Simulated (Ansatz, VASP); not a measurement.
BN in VASP and in Ansatz

File INCAR:

```
SYSTEM = BN
  ALGO = Normal
  EDIFF = 1E-7
  ENCUT = 520
  GGA = PE
  ISIF = 2
  ISMEAR = -1
  LASPH = .True.
  LCHARG = .False.
  LREAL = .False.
  LWAVE = .False.
  NBANDS = 16
  NELM = 60
  PREC = Accurate
  SIGMA = 0.02
```

KPOINTS

```
k-points
0
Gamma
  12 12 4
  0 0 0
```

The input POSCAR:

```
BN
1.0
    2.3963030887      0.0000000000      0.0000000000
   -1.1981515443      2.1657893446      0.0000000000
    0.0000000000      0.0000000000      6.8931397728
B N
2 2
Direct
    0.3279845673      0.6559691346      0.2500000000
    0.6720154327      0.3440308654      0.7500000000
    0.6580090538      0.3160181076      0.2500000000
    0.3419909462      0.6839818924      0.7500000000
```

Input for Ansatz:

```yaml
crystal:
  lattice:
    - [2.3963030887, 0.0, 0.0]
    - [-1.1981515443, 2.1657893446, 0.0]
    - [0.0, 0.0, 6.8931397728]
  atoms:
    - { symbol: B, position: [0.3279845673, 0.6559691346, 0.25] }
    - { symbol: B, position: [0.6720154327, 0.3440308654, 0.75] }
    - { symbol: "N", position: [0.6580090538, 0.3160181076, 0.25] }
    - { symbol: "N", position: [0.3419909462, 0.6839818924, 0.75] }
kpoints:
  mp_grid: { grid: [12, 12, 4] }
  band_path:
    path:
      - [0.0, 0.0, 0.0]
      - [0.5, 0.0, 0.0]
      - [0.3333333333, 0.3333333333, 0.0]
      - [0.0, 0.0, 0.5]
      - [0.5, 0.0, 0.5]
      - [0.3333333333, 0.3333333333, 0.5]
      - [0.388021, 0.304688, 0.0]
      - [0.0, 0.5, 0.0]
    npoints: 1
hamiltonian:
  xc: pbe
scf:
  occupations: { method: fermi_dirac, width: 0.02 }
  n_extra_bands: 5
output:
  forces: true
  stress: true
  eigenvalues: true
```

Change from the starting cell: uniaxial_x strain -4.2%.

Alike in both runs: task single point; functional PBE; k mesh 12 × 12 × 4; occupations fermi-dirac, width 0.02 eV; no spin polarisation.

|  | VASP | Ansatz |
| --- | --- | --- |
| version | VASP 6.6.1 | Ansatz 0.2.0 |
| potentials or method | VASP PAW PBE potentials, release 64 (B, N) | plane waves, PAW |
| plane-wave cutoff (eV) | 520 | 420 |
| valence electrons in the cell | 16 | 16 |

VASP gave:

| Quantity | Value |
| --- | --- |
| gap on the k mesh at the Fermi level (eV) | 4.26 |
| pressure (GPa) | 20.6 |
| traceless stress, the component that is largest in VASP (GPa) | 24.67 |
| rms of the force components (eV/Å) | 0.024 |

Task: Which values does Ansatz return?

Result: gap on the k mesh at the Fermi level (eV): 4.27; pressure (GPa): 20.5; traceless stress, the component that is largest in VASP (GPa): 24.51; rms of the force components (eV/Å): 0.023.

Atom by atom the forces differ by 0.001 eV/Å (rms over components). The functional is the same, so the differences come from potentials, cutoffs and numerics.
